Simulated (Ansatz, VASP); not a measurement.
**One calculation of Ta2Sn3, two programs**

```
CELL_PARAMETERS angstrom
4.89813 0.00000 0.00000
-2.44907 4.24191 0.00000
0.00000 0.00000 5.71587
ATOMIC_POSITIONS crystal
Ta 0.66667 0.33333 0.90702
Ta 0.33333 0.66667 0.09298
Sn 0.00000 0.00000 0.00000
Sn 0.66667 0.33333 0.39575
Sn 0.33333 0.66667 0.60425
```

Alike in both runs: functional PBE; k mesh 4 × 4 × 3; occupations gaussian, width 0.2 eV; no spin polarisation.

Ansatz relaxed the structure, and its values are those at the end. VASP's run is a single point on that final structure, the one shown.

|  | VASP | Ansatz |
| --- | --- | --- |
| version | VASP 6.6.1 | Ansatz 0.2.0 |
| potentials or method | VASP PAW PBE potentials, release 64 (Ta_pv, Sn_d), cutoff 520 eV | scalar-relativistic, plane waves, PAW |
| valence electrons in the cell | 64 | 68 |

VASP gave:

| Item | Value |
| --- | --- |
| gap on the k mesh at the Fermi level (eV) | none |
| pressure (GPa) | 0.0 |
| rms of the force components (eV/Å) | 0.004 |

Task: What did Ansatz give for the same quantities?

Result: gap on the k mesh at the Fermi level (eV): none; pressure (GPa): 0.0; rms of the force components (eV/Å): 0.005.

A gap of «none» marks a metal or a gap that the smearing closes. With one functional, cell and mesh, what is left measures potentials, basis and numerics. VASP's potentials hold 64 valence electrons a cell and Ansatz's 68, so a difference there can come from the potentials and not from the codes.

The k mesh is coarse, so the values compare programs but aren't converged. Neither program's run includes spin-orbit coupling.
